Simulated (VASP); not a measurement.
A run of VASP 6.6.1 is set up as follows.

File INCAR:

```
SYSTEM = Mo
PREC = Accurate ; ENCUT = 520
EDIFF = 1E-6 ; ISMEAR = 1
SIGMA = 0.1 ; LREAL = .FALSE.
LASPH = .TRUE. ; NELM = 80
ALGO = Normal ; ISIF = 2
LWAVE = .FALSE. ; LCHARG = .TRUE.
GGA = PS ; LELF = .TRUE.
LVHAR = .TRUE. ; NBANDS = 13
```

File KPOINTS:

```
Automatic mesh
0
G
  36 36 36
  0 0 0
```

The input POSCAR:

```
Mo
1.0
   -1.5647896150      1.5647896150      1.5647896150
    1.5647896150     -1.5647896150      1.5647896150
    1.5647896150      1.5647896150     -1.5647896150
Mo
1
Direct
    0.0000000000      0.0000000000      0.0000000000
```

Potentials or basis: VASP PAW PBE potentials, release 64 (Mo_sv).

The run is started by

```sh
$ cat potpaw_PBE.64/Mo_sv/POTCAR > POTCAR
$ mpirun -np 1 vasp_std > vasp.out
```

(1) What does it give for the band gap on the k mesh?

(2) Predict the pressure.

Results:

(1) zero (bands 7 and 8 overlap by 5.53 eV).

(2) 0.5 GPa.

Caveat: the PAW data sets were made with another functional, which shifts forces and pressure a little.
